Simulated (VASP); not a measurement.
BeTe:

```
CELL_PARAMETERS angstrom
0.00000 2.77000 2.77000
2.77000 0.00000 2.77000
2.77000 2.77000 0.00000
ATOMIC_POSITIONS crystal
Be 0.00000 0.00000 0.00000
Te 0.25000 0.25000 0.25000
```

```yaml
Program: VASP 6.6.1
Task: relaxation of cell and atoms
Functional: PBE
Potentials_or_basis: VASP PAW PBE potentials, release 64 (Be, Te)
Cutoff: 600 eV
k_mesh: 6 × 6 × 6
Occupations: methfessel-paxton, width 0.1 eV
Spin: no spin polarisation
```

At the start: pressure 4.5 GPa; volume 21.25 Å³/atom.

Where does the relaxation end?

Over 3 steps the energy falls by 20.2 meV/atom and the volume is 22.78 Å³/atom (+7.2 %); space group F-43m (No. 216, to 0.1 Å) before and after.

The path:
```
step  energy change (eV)  largest force (eV/Å)  pressure (GPa)  volume (Å³)
   1              0.0000                0.0000            4.50        42.51
   2             -0.0384                0.0000           -0.87        46.29
   3             -0.0404                0.0000            0.01        45.55
```

Final structure:
```
Be Te
1.0
     0.00000    2.83458    2.83458
     2.83458    0.00000    2.83458
     2.83458    2.83458    0.00000
Be Te
1 1
Direct
  0.00000 0.00000 0.00000
  0.25000 0.25000 0.25000
```
